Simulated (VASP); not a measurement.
The system is MoS2.

```xyz
3
Lattice="3.2267 0.0000 0.0000 -1.6134 2.7944 0.0000 0.0000 0.0000 7.0969" Properties=species:S:1:pos:R:3 pbc="T T T"
Mo    0.0000    0.0000    0.0000
S     0.0000    1.8629    1.5973
S     1.6134    0.9315    5.4996
```

```yaml
Program: VASP 6.6.1
Task: relaxation of shape and atoms at fixed volume
Functional: PBE
Potentials_or_basis: VASP PAW PBE potentials, release 64 (Mo_sv, S)
Cutoff: 600 eV
k_mesh: 12 × 12 × 6
Occupations: gaussian, width 0.05 eV
Spin: collinear spin
Starting_moments: "[0.05, 0.0, 0.0] μB"
```

At the start: pressure -3.4 GPa; volume 21.33 Å³/atom.

Task: How do energy, volume and symmetry change on relaxing?

Result: Over 7 steps the energy falls by 6.4 meV/atom; space group P-3m1 (No. 164, to 0.1 Å) before and after; moment 0.00 μB per cell.

The path:
```tsv
step	energy change (eV)	largest force (eV/Å)	pressure (GPa)	volume (Å³)
1	0.0000	0.4351	-3.39	63.99
2	-0.0117	0.1256	-1.80	63.99
3	-0.0125	0.0263	-1.27	63.99
4	-0.0154	0.0210	-1.01	63.99
5	-0.0185	0.0113	-0.51	63.99
6	-0.0169	0.0156	0.46	63.99
7	-0.0191	0.0008	-0.16	63.99
```

Final structure:
```cif
data_structure
_symmetry_space_group_name_H-M 'P 1'
_symmetry_Int_Tables_number 1
_cell_length_a 3.1925
_cell_length_b 3.1925
_cell_length_c 7.2498
_cell_angle_alpha 90.000
_cell_angle_beta 90.000
_cell_angle_gamma 120.000
_cell_volume 63.99
loop_
_atom_site_label
_atom_site_type_symbol
_atom_site_fract_x
_atom_site_fract_y
_atom_site_fract_z
_atom_site_occupancy
Mo1 Mo 0.00000 0.00000 0.00000 1
S1 S 0.33333 0.66667 0.21852 1
S2 S 0.66667 0.33333 0.78148 1
```

Caveat: this functional lacks dispersion, which binds the layers, so the pressure and a relaxed spacing across them are unreliable.
